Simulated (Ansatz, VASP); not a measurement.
**Ba2MgB2: VASP beside Ansatz**

```
Ba Mg B
1.0
    -2.20852    2.20852    5.42613
     2.20852   -2.20852    5.42613
     2.20852    2.20852   -5.42613
Ba Mg B
2 1 2
Direct
  0.75000 0.25000 0.50000
  0.25000 0.75000 0.50000
  0.00000 0.00000 0.00000
  0.38800 0.38800 0.00000
  0.61200 0.61200 0.00000
```

Alike in both runs: task single point; functional PBE; k mesh 6 × 6 × 6; occupations gaussian, width 0.1 eV; no spin polarisation.

|  | VASP | Ansatz |
| --- | --- | --- |
| version | VASP 6.6.1 | Ansatz 0.2.0 |
| potentials or method | VASP PAW PBE potentials, release 64 (Ba_sv, Mg_sv, B), cutoff 750 eV | scalar-relativistic, plane waves, PAW |
| valence electrons in the cell | 36 | 36 |

```tsv
	VASP	Ansatz	Ansatz less VASP
gap on the k mesh at the Fermi level (eV)	none	none	-
pressure (GPa)	14.7	12.1	-2.57
traceless stress, the component that is largest in VASP (GPa)	-9.76	-8.63	+1.126
rms of the force components (eV/Å)	1.515	1.430	-0.0850
```

Atom by atom the forces differ by 0.085 eV/Å (rms over components). A gap of «none» marks a metal or a gap that the smearing closes.

Spin-orbit coupling is off throughout.
